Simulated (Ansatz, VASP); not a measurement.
Na3TlTe2 in VASP and in Ansatz

```
Na Tl Te
1.0
     4.49006    2.59234    4.55480
    -4.49006    2.59234    4.55480
     0.00000   -5.18468    4.55480
Na Tl Te
3 1 2
Direct
  0.26870 0.79547 0.26870
  0.26870 0.26870 0.79547
  0.79547 0.26870 0.26870
  0.74869 0.74869 0.74869
  0.99544 0.99544 0.99544
  0.51838 0.51838 0.51838
```

Alike in both runs: functional PBE; k mesh 3 × 3 × 3; occupations gaussian, width 0.1 eV; no spin polarisation.

Ansatz relaxed the structure, and its values are those at the end. VASP's run is a single point on that final structure, the one shown.

```csv
,VASP,Ansatz
version,VASP 6.6.1,Ansatz 0.2.0
potentials or method,"VASP PAW PBE potentials, release 64 (Na_pv, Tl_d, Te), cutoff 520 eV","scalar-relativistic, plane waves, PAW"
valence electrons in the cell,46,72
```

```tsv
	VASP	Ansatz	Ansatz less VASP
gap on the k mesh at the Fermi level (eV)	1.38	1.38	+0.006
least direct gap on the mesh (eV)	1.38	1.38	+0.006
pressure (GPa)	0.2	0.2	-0.01
rms of the force components (eV/Å)	0.006	0.006	+0.0002
```

VASP's potentials hold 46 valence electrons a cell and Ansatz's 72, so a difference there can come from the potentials and not from the codes.

Neither program's run includes spin-orbit coupling.
